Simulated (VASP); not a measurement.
Hg:

```xyz
1
Lattice="-2.0584 2.0584 2.0584 2.0584 -2.0584 2.0584 2.0584 2.0584 -2.0584" Properties=species:S:1:pos:R:3 pbc="T T T"
Hg    0.0000    0.0000    0.0000
```

* Program: VASP 6.6.1
* Task: relaxation of cell and atoms
* Functional: PBE
* Potentials or basis: VASP PAW PBE potentials, release 64 (Hg)
* Cutoff: 600 eV
* k mesh: 14 × 14 × 14
* Occupations: gaussian, width 0.1 eV
* Spin: no spin polarisation

At the start: pressure -0.5 GPa; volume 34.89 Å³/atom.

Q: How do energy, volume and symmetry change on relaxing?

A: Over 4 steps the energy falls by 11.6 meV/atom and the volume is 29.53 Å³/atom (-15.4 %); space group Im-3m (No. 229, to 0.05 Å).

The path:
```
step  energy change (eV)  largest force (eV/Å)  pressure (GPa)  volume (Å³)
   1              0.0000                0.0000           -0.53        34.89
   2             -0.0018                0.0000           -0.47        34.31
   3             -0.0061                0.0000           -0.39        32.67
   4             -0.0116                0.0000            0.03        29.53
```

Final structure:
```yaml
crystal:
  lattice:
    - [-1.94715, 1.94715, 1.94715]
    - [1.94715, -1.94715, 1.94715]
    - [1.94715, 1.94715, -1.94715]
  atoms:
    - { symbol: Hg, position: [0.00000, 0.00000, 0.00000] }
```

Caveat: the volume moved by over 15 % at a fixed basis, so the end points are rough.
